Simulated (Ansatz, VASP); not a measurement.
This is a calculation of TiSi2 for VASP 6.6.1.

File POSCAR:

```
TiSi2
1.0
   -1.4826264035      1.7234689397      4.2399784024
    1.4826264035     -1.7234689397      4.2399784024
    1.4826264035      1.7234689397     -4.2399784024
Ti Si
1 2
Direct
    0.0000000000      0.0000000000      0.0000000000
    0.6700780000      0.6700780000      0.0000000000
    0.3299220000      0.3299220000      0.0000000000
```

Contents of INCAR.step1:

```
SYSTEM = TiSi2
PREC = Accurate
ENCUT = 520
ISMEAR = -1
SIGMA = 0.05
LREAL = .FALSE.
LASPH = .TRUE.
NELM = 60
NBANDS = 17
GGA = PE
ALGO = Normal
EDIFF = 1E-4
LWAVE = .TRUE.
LCHARG = .FALSE.
```

INCAR.step2

```
SYSTEM = TiSi2
PREC = Accurate
ENCUT = 520
EDIFF = 1E-6
ISMEAR = -1
SIGMA = 0.05
LREAL = .FALSE.
LASPH = .TRUE.
NELM = 60
ALGO = Normal
ISIF = 2
LWAVE = .FALSE.
LCHARG = .TRUE.
METAGGA = R2SCAN
LMIXTAU = .TRUE.
LELF = .TRUE.
LVHAR = .TRUE.
NBANDS = 17
ISTART = 1
```

File KPOINTS:

```
regular mesh
0
G
  12 12 12
  0 0 0
```

Potentials or basis: VASP PAW PBE potentials, release 64 (Ti_sv, Si).

Run with:

```sh
$ cat potpaw_PBE.64/Ti_sv/POTCAR potpaw_PBE.64/Si/POTCAR > POTCAR
$ cp INCAR.step1 INCAR
$ mpirun -np 1 vasp_std > vasp.out
$ cp INCAR.step2 INCAR
$ mpirun -np 1 vasp_std > vasp.out
```

Task: Translate it to Ansatz 0.2.0. Potentials there: Ansatz PAW.

Result: As run (the cutoff follows the program's own potentials):

File input.yaml:

```yaml
crystal:
  lattice:
    - [-1.4826264035, 1.7234689397, 4.2399784024]
    - [1.4826264035, -1.7234689397, 4.2399784024]
    - [1.4826264035, 1.7234689397, -4.2399784024]
  atoms:
    - { symbol: Ti, position: [0.0, 0.0, 0.0] }
    - { symbol: Si, position: [0.670078, 0.670078, 0.0] }
    - { symbol: Si, position: [0.329922, 0.329922, 0.0] }
hamiltonian:
  xc: r2scan
  pseudopotentials: { kind: paw }
kpoints:
  mp_grid: { grid: [12, 12, 12] }
scf:
  occupations: { method: fermi_dirac, width: 0.05 }
output:
  forces: true
  stress: true
  eigenvalues: true
```

Potentials or basis: Ansatz PAW.

Run with:

```bash
$ ansatz run input.yaml --threads 1 --pin off --max-ram 3584MiB --backend cpu --events-out ev --progress --plain --runs-dir out
```

Both were run:

|  | VASP | Ansatz | Ansatz less VASP |
| --- | --- | --- | --- |
| gap on the k mesh at the Fermi level (eV) | none | none | - |
| pressure (GPa) | -4.7 | -5.0 | -0.28 |
| traceless stress, the component that is largest in VASP (GPa) | -0.81 | -0.82 | -0.014 |
| rms of the force components (eV/Å) | 0.017 | 0.011 | -0.0057 |

VASP's potentials were made for PBE, not for r2SCAN. Atom by atom the forces differ by 0.006 eV/Å (rms over components). A gap of «none» marks a metal or a gap that the smearing closes.
